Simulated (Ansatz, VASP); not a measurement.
## GaSb: VASP beside Ansatz

```
Ga Sb
1.0
     7.46040    0.00000    0.00000
     0.00000    7.46040    0.00000
     0.00000    0.00000    4.24351
Ga Sb
4 4
Direct
  0.66751 0.66751 0.50000
  0.16751 0.83249 0.25000
  0.33249 0.33249 0.00000
  0.83249 0.16751 0.75000
  0.82701 0.82701 0.00000
  0.32701 0.67299 0.75000
  0.17299 0.17299 0.50000
  0.67299 0.32701 0.25000
```

Alike in both runs: functional PBE; k mesh 6 × 6 × 10; occupations gaussian, width 0.1 eV; no spin polarisation.

Ansatz relaxed the structure, and its values are those at the end. VASP's run is a single point on that final structure, the one shown.

|  | VASP | Ansatz |
| --- | --- | --- |
| version | VASP 6.6.1 | Ansatz 0.2.0 |
| potentials or method | VASP PAW PBE potentials, release 64 (Ga_d, Sb), cutoff 520 eV | scalar-relativistic, plane waves, PAW |
| valence electrons in the cell | 72 | 112 |

```csv
,VASP,Ansatz,Ansatz less VASP
gap on the k mesh at the Fermi level (eV),none,none,-
pressure (GPa),0.1,0.0,-0.07
```

A gap of «none» marks a metal or a gap that the smearing closes. VASP's potentials hold 72 valence electrons a cell and Ansatz's 112, so a difference there can come from the potentials and not from the codes.

Spin-orbit coupling is off throughout.
